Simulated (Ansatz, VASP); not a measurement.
## Si2W in VASP and in Ansatz

```
Si W
1.0
    -1.61134    1.61134    3.95309
     1.61134   -1.61134    3.95309
     1.61134    1.61134   -3.95309
Si W
2 1
Direct
  0.33300 0.33300 0.00000
  0.66700 0.66700 0.00000
  0.00000 0.00000 0.00000
```

Change from the starting cell: volume scaled by 1.01, PAW files.

Alike in both runs: task electric field gradients; functional PBEsol; k mesh 18 × 18 × 18; occupations fermi-dirac, width 0.03 eV; no spin polarisation.

```csv
,VASP,Ansatz
version,VASP 6.6.1,Ansatz 0.2.0
potentials or method,"VASP PAW PBE potentials, release 64 (Si, W_sv)","PAW with Ansatz's default frozen-core files, scalar-relativistic"
plane-wave cutoff (eV),520,420
valence electrons in the cell,22,22
```

VASP gave:

```
pressure (GPa)                                                : -5.4
traceless stress, the component that is largest in VASP (GPa) : -1.99
rms of the force components (eV/Å)                            : 0.138
size of Vzz on the site where it differs most (V/Å²)          : 123.9
```

Which values does Ansatz return?

Pressure (GPa): -5.7; traceless stress, the component that is largest in VASP (GPa): -1.96; rms of the force components (eV/Å): 0.140; size of Vzz on the site where it differs most (V/Å²): 145.5.

VASP's potentials were made for PBE, not for PBEsol. Atom by atom the forces differ by 0.002 eV/Å (rms over components).

Neither program's run includes spin-orbit coupling.
